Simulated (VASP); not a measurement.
# MgI2 in VASP: settings compared, part 2 of 2

VASP 6.6.1.

## Step 6: Single point, HSE06 (biaxial xy strain -2.7%)

The input, POSCAR:

```
MgI2
1.0
    0.0000000000      3.6539405592      3.7557205871
    3.6539405592      0.0000000000      3.7557205871
    3.6539405592      3.6539405592      0.0000000000
Mg I
1 2
Direct
    0.0000000000      0.0000000000      0.0000000000
    0.2500000000      0.2500000000      0.2500000000
    0.7500000000      0.7500000000      0.7500000000
```

The input, INCAR.step1:

```
ALGO = Normal ; EDIFF = 1E-5
ENCUT = 520 ; GGA = PE
ISIF = 2 ; ISMEAR = 0
LASPH = T ; LREAL = F
LWAVE = T ; NBANDS = 15
NELM = 80 ; PREC = Accurate
SIGMA = 0.01
```

The input, INCAR.step2:

```
ALGO = Normal ; EDIFF = 1E-6
ENCUT = 520 ; GGA = PE
HFSCREEN = 0.2079 ; ISIF = 2
ISMEAR = 0 ; ISTART = 1
LASPH = T ; LCHARG = T
LELF = T ; LHFCALC = T
LREAL = F ; LVHAR = T
LWAVE = F ; NBANDS = 15
NELM = 80 ; PREC = Accurate
PRECFOCK = Normal ; SIGMA = 0.01
```

The input, KPOINTS:

```
k-points
0
Gamma
  4 4 4
```

Potentials or basis: VASP PAW PBE potentials, release 64 (Mg, I).

Command:

```
$ cat potpaw_PBE.64/Mg/POTCAR potpaw_PBE.64/I/POTCAR > POTCAR
$ cp INCAR.step1 INCAR
$ mpirun -np 1 vasp_std > vasp.out
$ cp INCAR.step2 INCAR
$ mpirun -np 1 vasp_std > vasp.out
```

OUTCAR:

```text
EDIFF = 1E-6
   ENCUT = 520
   GGA = PE
   HFSCREEN = 0.2079
   ISIF = 2
   ISMEAR = 0
   ISTART = 1
   LASPH = T
   LHFCALC = T
   LREAL = F
   NELM = 80
   PREC = Accurate
   PRECFOCK = Normal

 ion  position               nearest neighbor table
   1  0.000  0.000  0.000-   3 3.19   3 3.19   3 3.19   2 3.19   2 3.19   2 3.19   3 3.19   2 3.19

   2  0.250  0.250  0.250-   1 3.19   1 3.19   1 3.19   1 3.19
   3  0.750  0.750  0.750-   1 3.19   1 3.19   1 3.19   1 3.19

  LATTYP: Found a body centered tetragonal cell.
 ALAT       =     5.1674522949
 C/A-ratio  =     1.4536062929

  Lattice vectors:

 A1 = (  -3.6539405592,   0.0000000000,   3.7557205871)
 A2 = (   3.6539405592,   0.0000000000,   3.7557205871)
 A3 = (   0.0000000000,   3.6539405592,  -3.7557205871)

Analysis of symmetry for initial positions (statically):
=====================================================================
 Subroutine PRICEL returns:
 Original cell was already a primitive cell.

 Routine SETGRP: Setting up the symmetry group for a
 body centered tetragonal supercell.

 Subroutine GETGRP returns: Found 16 space group operations
 (whereof 16 operations were pure point group operations)
 out of a pool of 16 trial point group operations.

The static configuration has the point symmetry D_4h.

Analysis of symmetry for dynamics (positions and initial velocities):
=====================================================================
 Subroutine PRICEL returns:
 Original cell was already a primitive cell.

 Routine SETGRP: Setting up the symmetry group for a
 body centered tetragonal supercell.

 Subroutine GETGRP returns: Found 16 space group operations
 (whereof 16 operations were pure point group operations)
 out of a pool of 16 trial point group operations.

The dynamic configuration has the point symmetry D_4h.

 Subroutine INISYM returns: Found 16 space group operations
 (whereof 16 operations are pure point group operations),
 and found     1 'primitive' translations
[... 122 lines left out ...]
   LEPSILON=     F    determine dielectric tensor
   LRPA    =     F    only Hartree local field effects (RPA)
 non-spin polarized calculation
 Gauss-broadening in eV      SIGMA  =   0.01
  energy-cutoff  :      520.00
  volume of cell :      100.29
 maximum number of plane-waves:      2730
 NGX is ok and might be reduce to    40
  NGX = 30; NGY = 30; NGZ = 30

 number of electron      15.9999998 magnetization

 Free energy of the ion-electron system (eV)
  ---------------------------------------------------
  ext. energy  EPLUGINS =         0.00000000
  ---------------------------------------------------
  free energy    TOTEN  =        -7.74588466 eV

  energy without entropy =       -7.74588466  energy(sigma->0) =       -7.74588466

 E-fermi :   3.4872     XC(G=0):  -6.9813

 val. band max:        3.4051976360   @ k =   0.5000   0.0000   0.5000
 cond. band min:       4.7928225130   @ k =   0.0000   0.0000   0.0000
 fundamental gap:      1.3876248770
 Fermi energy:         3.4871913534

 k-point     1 :       0.0000    0.0000    0.0000
  band No.  band energies     occupation
      1     -11.1170      2.00000
      2      -9.1193      2.00000
      3      -0.2630      2.00000
      4      -0.2630      2.00000
      5      -0.0642      2.00000
      6       1.7318      2.00000
      7       2.1098      2.00000
      8       2.1098      2.00000
      9       4.7928      0.00000
     10       7.0438      0.00000
     11       7.0605      0.00000
     12       7.0605      0.00000
     13       9.0553      0.00000
     14       9.2670      0.00000
[... 203 lines left out ...]
      2     -10.0829      2.00000
      3      -2.1383      2.00000
      4      -1.5500      2.00000
      5       0.4149      2.00000
      6       0.4149      2.00000
      7       3.0416      2.00000
      8       3.2006      2.00000
      9       5.8941      0.00000
     10       7.9670      0.00000
     11       9.8684      0.00000
     12       9.8684      0.00000
     13      12.2042      0.00000
     14      12.3164      0.00000
     15      12.3164      0.00000

------------------------ aborting loop because EDIFF is reached ----------------------------------------

  FORCE on cell =-STRESS in cart. coord.  units (eV):
  Direction    XX          YY          ZZ          XY          YZ          ZX
  --------------------------------------------------------------------------------------
  -------------------------------------------------------------------------------------
  Total        1.3872642      1.3872642     -0.3581733      0.0000000      0.0000000     -0.0000000
  in kB       22.1627447     22.1627447     -5.7221276      0.0000000      0.0000000     -0.0000000
  external PRESSURE =      12.8677873 kB  Pullay stress =       0.0000000 kB

 VOLUME and BASIS-vectors are now :
 -----------------------------------------------------------------------------
  energy-cutoff  :      520.00
  volume of cell :      100.29
      direct lattice vectors                 reciprocal lattice vectors
     0.000000000  3.653940559  3.755720587    -0.136838570  0.136838570  0.133130244
     3.653940559  0.000000000  3.755720587     0.136838570 -0.136838570  0.133130244
     3.653940559  3.653940559  0.000000000     0.136838570  0.136838570 -0.133130244

 POSITION                                       TOTAL-FORCE (eV/Angst)
 -----------------------------------------------------------------------------------
      0.00000      0.00000      0.00000         0.000000     -0.000000      0.000000
      1.82697      1.82697      1.87786        -0.000000     -0.000000      0.000000
      5.48091      5.48091      5.63358        -0.000000      0.000000     -0.000000
 -----------------------------------------------------------------------------------
    total drift:                                0.000003      0.000030     -0.000558

  FREE ENERGIE OF THE ION-ELECTRON SYSTEM (eV)
  ---------------------------------------------------
  free  energy   TOTEN  =        -7.7458846581 eV

  energy  without entropy=       -7.7458846581  energy(sigma->0) =       -7.74588466
```

OSZICAR.step1:

```text
N       E                     dE             d eps       ncg     rms          rms(c)
DAV:   1     0.740088924797E+02    0.74009E+02   -0.56379E+03   390   0.834E+02
DAV:   2    -0.624836576828E+00   -0.74634E+02   -0.66334E+02   509   0.128E+02
DAV:   3    -0.664241420581E+01   -0.60176E+01   -0.59878E+01   509   0.426E+01
DAV:   4    -0.675935160045E+01   -0.11694E+00   -0.11693E+00   516   0.692E+00
DAV:   5    -0.676159872947E+01   -0.22471E-02   -0.22471E-02   538   0.849E-01    0.501E+00
DAV:   6    -0.642767165823E+01    0.33393E+00   -0.23277E-01   404   0.237E+00    0.320E+00
DAV:   7    -0.634718196822E+01    0.80490E-01   -0.19505E-01   432   0.215E+00    0.107E+00
DAV:   8    -0.634550972738E+01    0.16722E-02   -0.18967E-02   432   0.712E-01    0.133E-01
DAV:   9    -0.634518552814E+01    0.32420E-03   -0.13753E-03   439   0.225E-01    0.444E-02
DAV:  10    -0.634518997547E+01   -0.44473E-05   -0.84543E-05   446   0.545E-02
   1 F= -.63451900E+01 E0= -.63451900E+01  d E =-.176105E-12
```

Run time: 43 min. Hardware: 1 thread of Oxide Virtual Turin-like, shared host; peak memory 0.34 GiB.

Results:

| Quantity | Value |
| --- | --- |
| Free energy | -7.7459 eV |
| Pressure | 1.3 GPa |
| Band gap on the k mesh | 1.39 eV (least direct gap 1.51 eV) |

Caveat: the cell differs from its parent crystal (biaxial xy strain -2.7%); the structure was generated, so it needn't be the stable form of MgI2; the PAW data sets were made with another functional, which shifts forces and pressure a little; spin-orbit coupling is left out, which moves the levels of the heavy elements. A k mesh can miss the band edges.

## Step 7: Overview

| level | cell | k mesh | smearing | grid for exact exchange (PRECFOCK) | share of exact exchange | screening parameter | gap on the mesh (eV) | pressure (GPa) |
| --- | --- | --- | --- | --- | --- | --- | --- | --- |
| PBE | a = 5.434 Å, angles 60.0°, 3 atoms | 6 × 6 × 6 | fermi-dirac 0.02 eV | - | - | - | 0.46 | -1.6 |
| PBE | a = 5.240, b = 5.240, c = 5.167 Å, angles 60.5, 60.5, 59.1°, 3 atoms | 6 × 6 × 6 | fermi-dirac 0.02 eV | - | - | - | 0.59 | 2.0 |
| PBE | a = 5.256, b = 5.256, c = 5.311 Å, angles 59.7, 59.7, 60.7°, 3 atoms | 6 × 6 × 6 | fermi-dirac 0.02 eV | - | - | - | 0.49 | 0.8 |
| HSE06 | a = 5.434 Å, angles 60.0°, 3 atoms | 4 × 4 × 4 | gaussian 0.01 eV | Normal | 0.25 | 0.2079 1/Å | 1.23 | -2.3 |
| HSE06 | a = 5.240, b = 5.240, c = 5.167 Å, angles 60.5, 60.5, 59.1°, 3 atoms | 4 × 4 × 4 | gaussian 0.01 eV | Normal | 0.25 | 0.2079 1/Å | 1.39 | 1.3 |

Alike in all rows: task single point; potentials or basis VASP PAW PBE potentials, release 64 (Mg, I); no spin polarisation; cutoff (eV) 520.

Caveats: the structure was generated, so it needn't be the stable form of MgI2; spin-orbit coupling is left out, which moves the levels of the heavy elements; semilocal functionals underestimate gaps, and a narrow one can read as zero (at least some runs); the PAW data sets were made with another functional, which shifts forces and pressure a little (at least some runs).

Absolute energies hang on the potentials; compare differences alone.
